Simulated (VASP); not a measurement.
Here is a VASP 6.6.1 calculation.

INCAR

```
PREC     = Accurate       # precision mode
ENCUT    = 600            # plane-wave cutoff, eV
EDIFF    = 1E-6           # SCF threshold, eV
ISMEAR   = -1             # smearing method
SIGMA    = 0.1            # smearing width, eV
LREAL    = F              # projectors in reciprocal space
LASPH    = T              # aspherical terms in the spheres
NELM     = 80             # most SCF steps
ALGO     = Normal         # electronic algorithm
ISIF     = 3              # what is computed and relaxed
LWAVE    = F              # write WAVECAR
LCHARG   = F              # write CHGCAR
GGA      = PE             # functional
IBRION   = 2              # ionic algorithm
NSW      = 80             # ionic steps
EDIFFG   = -0.01          # ionic threshold
```

File KPOINTS:

```
Automatic mesh
0
Gamma
  8 8 8
```

POSCAR

```
Y
1.0
    0.0000000000      3.5454148505      3.5454148505
    3.5454148505      0.0000000000      3.5454148505
    3.5454148505      3.5454148505      0.0000000000
Y
2
Direct
    0.1250000000      0.1250000000      0.1250000000
    0.8750000000      0.8750000000      0.8750000000
```

Potentials or basis: VASP PAW PBE potentials, release 64 (Y_sv).

Run with:

```console
$ cat potpaw_PBE.64/Y_sv/POTCAR > POTCAR
$ mpirun -np 1 vasp_std > vasp.out
```

(1) Predict the relaxed volume.

(2) Predict the space group after relaxing (to 0.1 Å).

(3) Predict the band gap on the k mesh.

(4) Estimate the relaxed cell.

## Answers

(1) 44.92 Å³/atom.

(2) Fd-3m (No. 227).

(3) zero (bands 11 and 12 overlap by 0.78 eV).

(4) a = 5.027 Å, b = 5.027 Å, c = 5.027 Å, α = 60.00°, β = 60.00°, γ = 60.00°.
